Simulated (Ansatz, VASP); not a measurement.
Nb in VASP and in Ansatz

```xyz
1
Lattice="2.6862 0.0000 0.0000 0.0000 2.6862 0.0000 0.0000 0.0000 2.6862" Properties=species:S:1:pos:R:3 pbc="T T T"
Nb    0.0000    0.0000    0.0000
```

Alike in both runs: functional PBEsol; k mesh 12 × 12 × 12; occupations fermi-dirac, width 0.1 eV; no spin polarisation.

Ansatz relaxed the structure, and its values are those at the end. VASP's run is a single point on that final structure, the one shown.

|  | VASP | Ansatz |
| --- | --- | --- |
| version | VASP 6.6.1 | Ansatz 0.2.0 |
| potentials or method | VASP PAW PBE potentials, release 64 (Nb_sv), cutoff 520 eV | plane waves (420 eV) with PAW, scalar-relativistic |
| valence electrons in the cell | 13 | 13 |

|  | VASP | Ansatz | Ansatz less VASP |
| --- | --- | --- | --- |
| pressure (GPa) | -0.2 | 0.0 | +0.18 |

VASP's potentials were made for PBE, not for PBEsol, and Ansatz warns of the same on its side.
